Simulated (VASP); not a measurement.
Runs of VASP 6.6.1 on Be2CdF6. The structure is that of space group Fm-3m (No. 225), or close to it. The cells are those of the table. 

```csv
task,cell,k mesh,cutoff (eV),smearing,gap on the mesh (eV),pressure (GPa)
relaxation of cell and atoms,"relaxed from a = 6.229 Å, angles 60.0°, 9 atoms",4 × 4 × 4,600,gaussian 0.1 eV,3.20,-0.2
single point,"a = 6.229 Å, angles 60.0°, 9 atoms",4 × 4 × 4,520,gaussian 0.1 eV,0.66,-19.4
single point,"a = 5.006 Å, angles 60.0°, 9 atoms",4 × 4 × 4,520,gaussian 0.1 eV,3.22,0.1
relaxation of cell and atoms,"relaxed from a = 5.006 Å, angles 60.0°, 9 atoms",6 × 6 × 6,600,gaussian 0.02 eV,(a),-0.1
single point,"a = 5.006 Å, angles 60.0°, 9 atoms",6 × 6 × 6,520,gaussian 0.02 eV,3.22,0.1
```

Alike in all rows: level PBE; potentials or basis VASP PAW PBE potentials, release 64 (Be, Cd, F); no spin polarisation.

Q: Fill in the values left out.

A: (a) 3.23.

Caveats: the cell stands under tension (at least some runs); the relaxation stopped at its first step, so nothing moved (at least some runs).

A k mesh can miss the band edges, and the runs leave out spin-orbit coupling on Cd.
